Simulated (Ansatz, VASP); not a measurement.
# One calculation of KTaO3, two programs

File INCAR:

```
PREC     = Accurate       # precision mode
ENCUT    = 520            # plane-wave cutoff, eV
EDIFF    = 1E-8           # SCF threshold, eV
ISMEAR   = -1             # smearing method
SIGMA    = 0.01           # smearing width, eV
LREAL    = F              # projectors in reciprocal space
LASPH    = T              # aspherical terms in the spheres
NELM     = 80             # most SCF steps
ALGO     = Normal         # electronic algorithm
ISIF     = 2              # what is computed and relaxed
LWAVE    = F              # write WAVECAR
LCHARG   = F              # write CHGCAR
GGA      = PE             # functional
LEFG     = T            
NBANDS   = 27             # bands
```

File KPOINTS:

```
regular mesh
0
Gamma
  5 5 5
```

The input POSCAR:

```
KTaO3
1.0
    3.8686510000      0.0000000000      0.0000000000
    0.0000000000      3.8686510000      0.0000000000
    0.0000000000      0.0000000000      3.9883000000
K Ta O
1 1 3
Direct
    0.5000000000      0.5000000000      0.5000000000
    0.0000000000      0.0000000000      0.0000000000
    0.5000000000      0.0000000000      0.0000000000
    0.0000000000      0.5000000000      0.0000000000
    0.0000000000      0.0000000000      0.5000000000
```

Input for Ansatz:

```yaml
crystal:
  lattice:
    - [3.868651, 0.0, 0.0]
    - [0.0, 3.868651, 0.0]
    - [0.0, 0.0, 3.9883]
  atoms:
    - { symbol: K, position: [0.5, 0.5, 0.5] }
    - { symbol: Ta, position: [0.0, 0.0, 0.0] }
    - { symbol: O, position: [0.5, 0.0, 0.0] }
    - { symbol: O, position: [0.0, 0.5, 0.0] }
    - { symbol: O, position: [0.0, 0.0, 0.5] }
kpoints:
  mp_grid: { grid: [5, 5, 5] }
scf:
  occupations: { method: fermi_dirac, width: 0.01 }
hamiltonian:
  xc: pbe
  pseudopotentials: { kind: paw }
output:
  forces: true
  stress: true
  eigenvalues: true
  efg: { contact_densities: true }
```

Change from the starting cell: equal xx and yy strain of -3 %, PAW files.

Alike in both runs: task electric field gradients; functional PBE; k mesh 5 × 5 × 5; occupations fermi-dirac, width 0.01 eV; no spin polarisation.

|  | VASP | Ansatz |
| --- | --- | --- |
| version | VASP 6.6.1 | Ansatz 0.2.0 |
| potentials or method | VASP PAW PBE potentials, release 64 (K_sv, Ta_pv, O) | PAW with Ansatz's default frozen-core files, scalar-relativistic |
| plane-wave cutoff (eV) | 520 | 420 |
| valence electrons in the cell | 38 | 40 |

Ansatz gave:

```
gap on the k mesh at the Fermi level (eV)                     : 2.45
pressure (GPa)                                                : 20.6
traceless stress, the component that is largest in VASP (GPa) : -9.43
size of Vzz on the site where it differs most (V/Å²)          : 185.1
```

What did VASP give for the same quantities?

gap on the k mesh at the Fermi level (eV): 2.40; pressure (GPa): 21.5; traceless stress, the component that is largest in VASP (GPa): -9.61; size of Vzz on the site where it differs most (V/Å²): 178.3.

The functional is the same, so the differences come from potentials, cutoffs and numerics. VASP's potentials hold 38 valence electrons a cell and Ansatz's 40, so a difference there can come from the potentials and not from the codes.

Neither program's run includes spin-orbit coupling.
